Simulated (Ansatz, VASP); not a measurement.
# ZnS: VASP beside Ansatz

The input POSCAR:

```
ZnS
1.0
    3.8067217484      0.0000000000      0.0000000000
   -1.9033608742      3.2967177392      0.0000000000
    0.0000000000      0.0000000000      6.2457351519
Zn S
2 2
Direct
    0.3539417095      0.6103635359      0.0053880718
    0.6872750428      0.2770302025      0.5053880718
    0.3333333333      0.6666666667      0.3796119282
    0.6666666667      0.3333333333      0.8796119282
```

File INCAR.step1:

```
  PREC = Accurate
  ENCUT = 520
  ISMEAR = 0
  SIGMA = 0.05
  LREAL = False
  LASPH = True
  NELM = 80
  NBANDS = 26
  GGA = PE
  ALGO = Normal
  EDIFF = 1E-4
  LWAVE = True
  LCHARG = False
```

The input INCAR.step2:

```
  PREC = Accurate
  ENCUT = 520
  EDIFF = 1E-7
  ISMEAR = 0
  SIGMA = 0.05
  LREAL = False
  LASPH = True
  NELM = 80
  ALGO = Normal
  ISIF = 2
  LWAVE = False
  LCHARG = False
  METAGGA = R2SCAN
  LMIXTAU = True
  NBANDS = 26
  ISTART = 1
```

The input KPOINTS:

```
regular mesh
0
Gamma
  6 6 4
```

Input for Ansatz:

```yaml
crystal:
  lattice:
    - [3.8067217484, 0.0, 0.0]
    - [-1.9033608742, 3.2967177392, 0.0]
    - [0.0, 0.0, 6.2457351519]
  atoms:
    - { symbol: Zn, position: [0.3539417095, 0.6103635359, 0.0053880718] }
    - { symbol: Zn, position: [0.6872750428, 0.2770302025, 0.5053880718] }
    - { symbol: S, position: [0.3333333333, 0.6666666667, 0.3796119282] }
    - { symbol: S, position: [0.6666666667, 0.3333333333, 0.8796119282] }
basis:
  ecutwfc: 500
kpoints:
  mp_grid: { grid: [6, 6, 4] }
hamiltonian:
  xc: r2scan
scf:
  occupations: { method: gaussian, width: 0.05 }
output:
  forces: true
  stress: true
  eigenvalues: true
  write_density: true
  write_potential: true
  elf: true
  volumetric_format: npy
```

Change from the starting cell: all Zn atoms moved +0.263 Å, as atom 1 along Cartesian [1 -1 0].

Alike in both runs: task single point; functional r2SCAN; k mesh 6 × 6 × 4; occupations gaussian, width 0.05 eV; no spin polarisation.

|  | VASP | Ansatz |
| --- | --- | --- |
| version | VASP 6.6.1 | Ansatz 0.2.0 |
| potentials or method | VASP PAW PBE potentials, release 64 (Zn, S), cutoff 520 eV | scalar-relativistic, plane waves, PAW |
| valence electrons in the cell | 36 | 36 |

|  | VASP | Ansatz | Ansatz less VASP |
| --- | --- | --- | --- |
| gap on the k mesh at the Fermi level (eV) | 2.73 | 2.72 | -0.009 |
| least direct gap on the mesh (eV) | 2.73 | 2.72 | -0.009 |
| pressure (GPa) | 2.6 | 2.5 | -0.13 |
| traceless stress, the component that is largest in VASP (GPa) | -3.15 | -3.12 | +0.032 |
| rms of the force components (eV/Å) | 1.139 | 1.126 | -0.0134 |

VASP's potentials were made for PBE, not for r2SCAN. Atom by atom the forces differ by 0.014 eV/Å (rms over components).
